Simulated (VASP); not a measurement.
# LiF in VASP: a series of runs

Runs on LiF. Level: PBE. Tasks: single point, electric field gradients.

Program: VASP 6.6.1. These are calculated values, not measurements. Logs are shortened: lines on timing, memory, paths and dates and some standing lists are left out, and cuts for length are marked.

## Step 1: The cell of the first run

Symmetry: Fm-3m, No. 225, cubic system. The conventional cell has a = 4.028 Å, b = 4.028 Å, c = 4.028 Å, α = 90.00°, β = 90.00°, γ = 90.00°. Within 2.7 Å of Li (site symmetry m-3m) lie 6 F at 2.01 Å. Within 2.7 Å of F (site symmetry m-3m) lie 6 Li at 2.01 Å.

## Step 2: Single point, PBE

Contents of POSCAR:

```
LiF
1.0
    0.0000000000      2.0140000000      2.0140000000
    2.0140000000      0.0000000000      2.0140000000
    2.0140000000      2.0140000000      0.0000000000
Li F
1 1
Direct
    0.0000000000      0.0000000000      0.0000000000
    0.5000000000      0.5000000000      0.5000000000
```

Contents of INCAR.step1:

```
PREC = Accurate
ENCUT = 520
EDIFF = 1E-7
ISMEAR = -1
SIGMA = 0.03
LREAL = False
LASPH = True
NELM = 80
ALGO = Normal
ISIF = 2
LWAVE = False
LCHARG = True
GGA = PE
NBANDS = 12
```

Contents of KPOINTS.step1:

```
Automatic mesh
0
Gamma
  10 10 10
```

Contents of INCAR.step2:

```
PREC = Accurate
ENCUT = 520
EDIFF = 1E-7
ISMEAR = -5
SIGMA = 0.03
LREAL = False
LASPH = True
NELM = 80
ALGO = Normal
ISIF = 2
LWAVE = False
LCHARG = False
GGA = PE
LORBIT = 11
NEDOS = 1001
ICHARG = 11
```

Contents of KPOINTS.step2:

```
Automatic mesh
0
Gamma
  15 15 15
```

Potentials or basis: VASP PAW PBE potentials, release 64 (Li_sv, F).

The run is started by

```console
> cat potpaw_PBE.64/Li_sv/POTCAR potpaw_PBE.64/F/POTCAR > POTCAR
> cp INCAR.step1 INCAR
> cp KPOINTS.step1 KPOINTS
> mpirun -np 1 vasp_std > vasp.out
> cp INCAR.step2 INCAR
> cp KPOINTS.step2 KPOINTS
> mpirun -np 1 vasp_std > vasp.out
```

OUTCAR:

```text
PREC = Accurate
   ENCUT = 520
   EDIFF = 1E-7
   ISMEAR = -5
   LREAL = False
   LASPH = True
   NELM = 80
   ISIF = 2
   GGA = PE
   LORBIT = 11
   ICHARG = 11

 ion  position               nearest neighbor table
   1  0.000  0.000  0.000-   2 2.01   2 2.01   2 2.01   2 2.01   2 2.01   2 2.01
   2  0.500  0.500  0.500-   1 2.01   1 2.01   1 2.01   1 2.01   1 2.01   1 2.01

  LATTYP: Found a face centered cubic cell.
 ALAT       =     4.0280000000

  Lattice vectors:

 A1 = (   0.0000000000,   2.0140000000,   2.0140000000)
 A2 = (   2.0140000000,   0.0000000000,   2.0140000000)
 A3 = (   2.0140000000,   2.0140000000,   0.0000000000)

Analysis of symmetry for initial positions (statically):
=====================================================================
 Subroutine PRICEL returns:
 Original cell was already a primitive cell.

 Routine SETGRP: Setting up the symmetry group for a
 face centered cubic supercell.

 Subroutine GETGRP returns: Found 48 space group operations
 (whereof 48 operations were pure point group operations)
 out of a pool of 48 trial point group operations.

The static configuration has the point symmetry O_h .

Analysis of symmetry for dynamics (positions and initial velocities):
=====================================================================
 Subroutine PRICEL returns:
 Original cell was already a primitive cell.

 Routine SETGRP: Setting up the symmetry group for a
 face centered cubic supercell.

 Subroutine GETGRP returns: Found 48 space group operations
 (whereof 48 operations were pure point group operations)
 out of a pool of 48 trial point group operations.

The dynamic configuration has the point symmetry O_h .

 Subroutine INISYM returns: Found 48 space group operations
 (whereof 48 operations are pure point group operations),
 and found     1 'primitive' translations

----------------------------------------------------------------------------------------

                                     Primitive cell

  volume of cell :      16.3384

  direct lattice vectors                    reciprocal lattice vectors
     0.000000000  2.014000000  2.014000000    -0.248262165  0.248262165  0.248262165
     2.014000000  0.000000000  2.014000000     0.248262165 -0.248262165  0.248262165
     2.014000000  2.014000000  0.000000000     0.248262165  0.248262165 -0.248262165

  length of vectors
[... 95 lines left out ...]
   NELECT =      10.0000    total number of electrons
   NUPDOWN=      -1.0000    fix difference up-down
   EMIN   =  10.00;   EMAX   =-10.00  energy-range for DOS
   EFERMI =   0.00;   METHOD = LEGACY
   ISMEAR =    -5;   SIGMA  =   0.03  broadening in eV -4-tet -1-fermi 0-gaus
   EFERMI_NEDOS =   21; number of points for ismear=-14 and -15
   IALGO  =     38    algorithm
   IMIX   =      4    mixing-type and parameters
     AMIX     =   0.40;   BMIX     =  1.00
     AMIX_MAG =   1.60;   BMIX_MAG =  1.00
  volume/ion in A,a.u.               =       8.17        55.13
  Fermi-wavevector in a.u.,A,eV,Ry     =   1.389970  2.626662 26.286674  1.932016
  Thomas-Fermi vector in A             =   2.513950
   LORBIT       =     11    0 simple, 1 ext, 2 COOP (PROOUT), +10 PAW based schemes
   GGA     = PE    functional components
   LHFCALC =     F    Hartree Fock is set to
   AEXX    =    0.0000 exact exchange contribution
   IVDW    =     0    specifies the selected vdW correction
   LEPSILON=     F    determine dielectric tensor
   LRPA    =     F    only Hartree local field effects (RPA)
 non-spin polarized calculation
 Fermi weights with tetrahedron method with Bloechl corrections
  energy-cutoff  :      520.00
  volume of cell :       16.34
 maximum number of plane-waves:       459
 NGX is ok and might be reduce to    24

 number of electron       9.9999992 magnetization

 Free energy of the ion-electron system (eV)
  ---------------------------------------------------
  ext. energy  EPLUGINS =         0.00000000
  ---------------------------------------------------
  free energy    TOTEN  =        -9.63759957 eV

  energy without entropy =       -9.63759957  energy(sigma->0) =       -9.63759957

 E-fermi :  -0.9832     XC(G=0):  -9.9825

 val. band max:       -1.0178182044   @ k =  -0.0667   0.0667   0.0000
 cond. band min:       8.0685240507   @ k =   0.0000   0.0000   0.0000
 fundamental gap:      9.0863422552
 Fermi energy:        -0.9831932271

 k-point     1 :       0.0000    0.0000    0.0000
  band No.  band energies     occupation
      1     -41.9385      2.00000
      2     -20.9937      2.00000
      3      -1.0188      2.00000
      4      -1.0188      2.00000
      5      -1.0188      2.00000
      6       8.0685      0.00000
      7      22.9477      0.00000
      8      22.9483      0.00000
      9      22.9489      0.00000
[... 265 lines left out ...]
 k-point    24 :       0.2000    0.1333    0.0000
  band No.  band energies     occupation
      1     -41.9179      2.00000
      2     -20.8407      2.00000
      3      -1.8147      2.00000
      4      -1.2692      2.00000
      5      -1.2403      2.00000
      6       9.2130      0.00000
      7      18.6288      0.00000
      8      20.0920      0.00000
      9      20.1572      0.00000

 [... further k-points ...]

------------------------ aborting loop because EDIFF is reached ----------------------------------------

  FORCE on cell =-STRESS in cart. coord.  units (eV):
  Direction    XX          YY          ZZ          XY          YZ          ZX
  --------------------------------------------------------------------------------------
  -------------------------------------------------------------------------------------
  Total        0.1712477      0.1712477      0.1712477      0.0000000      0.0000000      0.0000000
  in kB       16.7929459     16.7929459     16.7929459      0.0000000      0.0000000      0.0000000
  external PRESSURE =      16.7929459 kB  Pullay stress =       0.0000000 kB

 VOLUME and BASIS-vectors are now :
 -----------------------------------------------------------------------------
  energy-cutoff  :      520.00
  volume of cell :       16.34
      direct lattice vectors                 reciprocal lattice vectors
     0.000000000  2.014000000  2.014000000    -0.248262165  0.248262165  0.248262165
     2.014000000  0.000000000  2.014000000     0.248262165 -0.248262165  0.248262165
     2.014000000  2.014000000  0.000000000     0.248262165  0.248262165 -0.248262165

 POSITION                                       TOTAL-FORCE (eV/Angst)
 -----------------------------------------------------------------------------------
      0.00000      0.00000      0.00000        -0.000000      0.000000      0.000000
      2.01400      2.01400      2.01400         0.000000     -0.000000     -0.000000
 -----------------------------------------------------------------------------------
    total drift:                               -0.000000     -0.000000      0.000000

  FREE ENERGIE OF THE ION-ELECTRON SYSTEM (eV)
  ---------------------------------------------------
  free  energy   TOTEN  =        -9.6375995741 eV

  energy  without entropy=       -9.6375995741  energy(sigma->0) =       -9.63759957

 total charge

# of ion       s       p       d       tot
------------------------------------------
    1        2.016   0.048   0.000   2.064
    2        1.729   4.410   0.000   6.139
--------------------------------------------------
tot          3.746   4.458   0.000   8.204
```

OSZICAR.step1:

```text
N       E                     dE             d eps       ncg     rms          rms(c)
DAV:   1     0.318734914567E+02    0.31873E+02   -0.55041E+03  1152   0.839E+02
DAV:   2    -0.896809085137E+01   -0.40842E+02   -0.40119E+02  1352   0.190E+02
DAV:   3    -0.101343713291E+02   -0.11663E+01   -0.11616E+01  1512   0.282E+01
DAV:   4    -0.101480495003E+02   -0.13678E-01   -0.13677E-01  1272   0.328E+00
DAV:   5    -0.101482083618E+02   -0.15886E-03   -0.15886E-03  1468   0.275E-01    0.454E+00
DAV:   6    -0.962629912979E+01    0.52191E+00   -0.24954E+00  1232   0.980E+00    0.139E+00
DAV:   7    -0.963063802503E+01   -0.43389E-02   -0.18303E-02  1528   0.119E+00    0.860E-01
DAV:   8    -0.963744139883E+01   -0.68034E-02   -0.15066E-02  1376   0.127E+00    0.110E-01
DAV:   9    -0.963746442762E+01   -0.23029E-04   -0.90532E-04  1308   0.271E-01    0.429E-02
DAV:  10    -0.963754536895E+01   -0.80941E-04   -0.13426E-04  1288   0.902E-02    0.148E-02
DAV:  11    -0.963754787742E+01   -0.25085E-05   -0.58490E-06  1420   0.228E-02    0.191E-03
DAV:  12    -0.963754857487E+01   -0.69745E-06   -0.49504E-07  1328   0.605E-03    0.932E-04
DAV:  13    -0.963754860566E+01   -0.30795E-07   -0.51320E-08   936   0.207E-03
   1 F= -.96375486E+01 E0= -.96375486E+01  d E =-.353198E-11
```

Run time: 11 s. Hardware: 1 thread of Intel Xeon 6975P-C (Granite Rapids), shared host; peak memory 0.13 GiB.

Results:

```
Valence electrons inside the program's atomic spheres : Li 2.06; F 6.14
```

Caveat: the cutoff is under 1.25 times the usual one of these potentials, so pressure, stress and relaxed cells hold a basis-set (Pulay) error.

## Step 3: Electric field gradients, PBE (z stretched by +1.5 % at fixed volume)

Contents of INCAR:

```
SYSTEM = LiF
PREC     = Accurate       ! precision mode
ENCUT    = 520            ! plane-wave cutoff, eV
EDIFF    = 1E-8           ! SCF threshold, eV
ISMEAR   = -1             ! smearing method
SIGMA    = 0.03           ! smearing width, eV
LREAL    = .False.        ! projectors in reciprocal space
LASPH    = .True.         ! aspherical terms in the spheres
NELM     = 60             ! most SCF steps
ALGO     = Normal         ! electronic algorithm
ISIF     = 2              ! what is computed and relaxed
LWAVE    = .False.        ! write WAVECAR
LCHARG   = .False.        ! write CHGCAR
GGA      = PE             ! functional
LEFG     = .True.       
NBANDS   = 12             ! bands
```

Contents of KPOINTS:

```
Automatic mesh
0
Gamma
  10 10 10
  0 0 0
```

Contents of POSCAR:

```
LiF
1.0
    0.0000000000      1.9990628347      2.0442100000
    1.9990628347      0.0000000000      2.0442100000
    1.9990628347      1.9990628347      0.0000000000
Li F
1 1
Direct
    0.0000000000      0.0000000000      0.0000000000
    0.5000000000      0.5000000000      0.5000000000
```

Potentials or basis: VASP PAW PBE potentials, release 64 (Li_sv, F).

The run is started by

```console
> cat potpaw_PBE.64/Li_sv/POTCAR potpaw_PBE.64/F/POTCAR > POTCAR
> mpirun -np 1 vasp_std > vasp.out
```

OUTCAR:

```text
SYSTEM = LiF
   PREC = Accurate
   ENCUT = 520
   EDIFF = 1E-8
   ISMEAR = -1
   LREAL = .False.
   LASPH = .True.
   NELM = 60
   ISIF = 2
   GGA = PE

 ion  position               nearest neighbor table
   1  0.000  0.000  0.000-   2 2.00   2 2.00   2 2.00   2 2.00   2 2.04   2 2.04
   2  0.500  0.500  0.500-   1 2.00   1 2.00   1 2.00   1 2.00   1 2.04   1 2.04

  LATTYP: Found a body centered tetragonal cell.
 ALAT       =     2.8271017729
 C/A-ratio  =     1.4461523951

  Lattice vectors:

 A1 = (  -1.9990628347,   0.0000000000,   2.0442100000)
 A2 = (   1.9990628347,   0.0000000000,   2.0442100000)
 A3 = (   0.0000000000,   1.9990628347,  -2.0442100000)

Analysis of symmetry for initial positions (statically):
=====================================================================
 Subroutine PRICEL returns:
 Original cell was already a primitive cell.

 Routine SETGRP: Setting up the symmetry group for a
 body centered tetragonal supercell.

 Subroutine GETGRP returns: Found 16 space group operations
 (whereof 16 operations were pure point group operations)
 out of a pool of 16 trial point group operations.

The static configuration has the point symmetry D_4h.

Analysis of symmetry for dynamics (positions and initial velocities):
=====================================================================
 Subroutine PRICEL returns:
 Original cell was already a primitive cell.

 Routine SETGRP: Setting up the symmetry group for a
 body centered tetragonal supercell.

 Subroutine GETGRP returns: Found 16 space group operations
 (whereof 16 operations were pure point group operations)
[... 509 lines left out ...]
      4      -1.8688      2.00000
      5      -1.7485      2.00000
      6      11.9248      0.00000
      7      15.9289      0.00000
      8      17.4243      0.00000
      9      19.3696      0.00000
     10      20.4376      0.00000
     11      32.7275      0.00000
     12      34.0870      0.00000

 [... further k-points ...]

------------------------ aborting loop because EDIFF is reached ----------------------------------------

  FORCE on cell =-STRESS in cart. coord.  units (eV):
  Direction    XX          YY          ZZ          XY          YZ          ZX
  --------------------------------------------------------------------------------------
  -------------------------------------------------------------------------------------
  Total        0.2362607      0.2362607      0.0623925      0.0000000      0.0000000     -0.0000000
  in kB       23.1682742     23.1682742      6.1183558      0.0000000      0.0000000     -0.0000000
  external PRESSURE =      17.4849681 kB  Pullay stress =       0.0000000 kB

 VOLUME and BASIS-vectors are now :
 -----------------------------------------------------------------------------
  energy-cutoff  :      520.00
  volume of cell :       16.34
      direct lattice vectors                 reciprocal lattice vectors
     0.000000000  1.999062835  2.044210000    -0.250117201  0.250117201  0.244593266
     1.999062835  0.000000000  2.044210000     0.250117201 -0.250117201  0.244593266
     1.999062835  1.999062835  0.000000000     0.250117201  0.250117201 -0.244593266

 POSITION                                       TOTAL-FORCE (eV/Angst)
 -----------------------------------------------------------------------------------
      0.00000      0.00000      0.00000         0.000000     -0.000000     -0.000000
      1.99906      1.99906      2.04421        -0.000000      0.000000      0.000000
 -----------------------------------------------------------------------------------
    total drift:                               -0.000000     -0.000000      0.000000

  FREE ENERGIE OF THE ION-ELECTRON SYSTEM (eV)
  ---------------------------------------------------
  free  energy   TOTEN  =        -9.6362442967 eV

  energy  without entropy=       -9.6362442967  energy(sigma->0) =       -9.63624430

 Electric field gradients (V/A^2)
---------------------------------------------------------------------
 ion       V_xx      V_yy      V_zz      V_xy      V_xz      V_yz
---------------------------------------------------------------------
   1      -0.053    -0.053     0.105    -0.001    -0.001    -0.001
   2      -0.416    -0.416     0.831     0.001    -0.000    -0.000
---------------------------------------------------------------------

 Electric field gradients after diagonalization (V/A^2)
 (convention: |V_zz| > |V_xx| > |V_yy|)
----------------------------------------------------------------------
 ion       V_xx      V_yy      V_zz     asymmetry (V_yy - V_xx)/ V_zz
----------------------------------------------------------------------
   1      -0.054    -0.052     0.105       0.021
   2      -0.416    -0.415     0.831       0.002
----------------------------------------------------------------------

           NMR quadrupolar parameters

 Cq : quadrupolar parameter    Cq=e*Q*V_zz/h
 eta: asymmetry parameters     (V_yy - V_xx)/ V_zz
 Q  : nuclear electric quadrupole moment in mb (millibarn)
----------------------------------------------------------------------
 ion       Cq(MHz)       eta       Q (mb)
----------------------------------------------------------------------
   1       0.000       0.021       1.000
   2       0.002       0.002       1.000
----------------------------------------------------------------------
```

OSZICAR:

```text
N       E                     dE             d eps       ncg     rms          rms(c)
DAV:   1     0.308701237064E+02    0.30870E+02   -0.54345E+03  2552   0.843E+02
DAV:   2    -0.906020089197E+01   -0.39930E+02   -0.39137E+02  2936   0.185E+02
DAV:   3    -0.101368667354E+02   -0.10767E+01   -0.10739E+01  3244   0.268E+01
DAV:   4    -0.101476147022E+02   -0.10748E-01   -0.10747E-01  2828   0.284E+00
DAV:   5    -0.101477279812E+02   -0.11328E-03   -0.11328E-03  3196   0.221E-01    0.454E+00
DAV:   6    -0.962495414451E+01    0.52277E+00   -0.25052E+00  2748   0.981E+00    0.139E+00
DAV:   7    -0.962931090057E+01   -0.43568E-02   -0.18485E-02  3264   0.119E+00    0.861E-01
DAV:   8    -0.963613489980E+01   -0.68240E-02   -0.15062E-02  2920   0.127E+00    0.111E-01
DAV:   9    -0.963616024233E+01   -0.25343E-04   -0.94995E-04  2864   0.278E-01    0.432E-02
DAV:  10    -0.963624127927E+01   -0.81037E-04   -0.13498E-04  2780   0.912E-02    0.164E-02
DAV:  11    -0.963624356552E+01   -0.22862E-05   -0.71586E-06  3084   0.246E-02    0.217E-03
DAV:  12    -0.963624428979E+01   -0.72427E-06   -0.48179E-07  2868   0.594E-03    0.901E-04
DAV:  13    -0.963624431483E+01   -0.25046E-07   -0.58224E-08  2900   0.217E-03    0.244E-04
DAV:  14    -0.963624429542E+01    0.19420E-07   -0.30158E-09  2224   0.487E-04    0.364E-05
DAV:  15    -0.963624429666E+01   -0.12484E-08   -0.12568E-09  1364   0.264E-04
   1 F= -.96362443E+01 E0= -.96362443E+01  d E =-.460182E-12
```

Wall time 29 s (1 thread of Intel Xeon 8259CL, shared host); peak memory 0.14 GiB.

What came out:

- Free energy: -9.6362 eV
- Band gap on the k mesh: 9.06 eV
- Largest electric field gradient by atom: Li +0.1; F +0.8 V/Å²

Electric field gradients, principal values (V/Å²):
| atom | least | middle | greatest (by size) |
| --- | --- | --- | --- |
| 1 Li | -0.052 | -0.054 | 0.105 |
| 2 F | -0.415 | -0.416 | 0.831 |

Caveat: the cutoff is under 1.25 times the usual one of these potentials, so pressure, stress and relaxed cells hold a basis-set (Pulay) error; without QUAD_EFG the Cq values of the log hold for a quadrupole moment of 1 mb, not for the nuclei. A k mesh can miss the band edges.
